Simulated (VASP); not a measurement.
Here is a VASP 6.6.1 calculation.

The input INCAR:

```
SYSTEM = KF
PREC     = Accurate       ! precision mode
ENCUT    = 520            ! plane-wave cutoff, eV
EDIFF    = 1E-6           ! SCF threshold, eV
ISMEAR   = 1              ! smearing method
SIGMA    = 0.025          ! smearing width, eV
LREAL    = .False.        ! projectors in reciprocal space
LASPH    = .True.         ! aspherical terms in the spheres
NELM     = 150            ! most SCF steps
ALGO     = Normal         ! electronic algorithm
ISIF     = 2              ! what is computed and relaxed
LWAVE    = .False.        ! write WAVECAR
LCHARG   = .False.        ! write CHGCAR
LNONCOLLINEAR= .True.         ! non-collinear magnetism
MAGMOM   = 0 0 0 0 0 0    ! initial moments
LORBIT   = 11             ! projections on sites
LSORBIT  = .True.         ! spin-orbit coupling
GGA_COMPAT= .False.      
LORBMOM  = .True.       
GGA      = PE             ! functional
IVDW     = 12             ! dispersion correction
NBANDS   = 28             ! bands
```

The input KPOINTS:

```
regular mesh
0
Gamma
  7 7 7
  0 0 0
```

File POSCAR:

```
KF
1.0
    0.0000000000      2.6731498296      2.6731498296
    2.6731498296      0.0000000000      2.6731498296
    2.6731498296      2.6731498296      0.0000000000
K F
1 1
Direct
    0.0000000000      0.0000000000      0.0000000000
    0.5000000000      0.5000000000      0.5000000000
```

Potentials or basis: VASP PAW PBE potentials, release 64 (K_sv, F).

Command:

```console
$ cat potpaw_PBE.64/K_sv/POTCAR potpaw_PBE.64/F/POTCAR > POTCAR
$ mpirun -np 1 vasp_ncl > vasp.out
```

Task: What does it give for the pressure?

Result: 0.1 GPa.

Task: What does it give for the net moment?

Result: 0.00 μB per cell.

Task: Predict the dispersion energy per atom.

Result: -0.158 eV.

Moments on the atoms (μB; x, y, z):
```
K   0.00 0.00 0.00
F   0.00 0.00 0.00
```
